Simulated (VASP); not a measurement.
Runs of VASP 6.6.1 on TiC. The structure is cubic, space group Fm-3m (No. 225). Conventional cell: a = 4.319 Å, b = 4.319 Å, c = 4.319 Å, α = 90.00°, β = 90.00°, γ = 90.00°. Ti (site symmetry m-3m) has 6 C at 2.16 Å within 2.9 Å. Within 2.9 Å of C (site symmetry m-3m) lie 6 Ti at 2.16 Å. 

| k mesh | gap on the mesh (eV) | pressure (GPa) |
| --- | --- | --- |
| 3 × 3 × 3 | none | (a) |
| 7 × 7 × 7 | none | 2.8 |
| 5 × 5 × 5 | none | 2.9 |
| 9 × 9 × 9 | none | 2.8 |

Alike in all rows: task single point; level PBE; potentials or basis VASP PAW PBE potentials, release 64 (Ti_sv, C); no spin polarisation; cell as given; cutoff (eV) 520; smearing fermi-dirac 0.15 eV.

Q: Fill in the values left out.

A: (a) 3.9.

Caveats: some runs use coarse meshes.

A gap of «none» marks levels without a gap at the run's occupations.
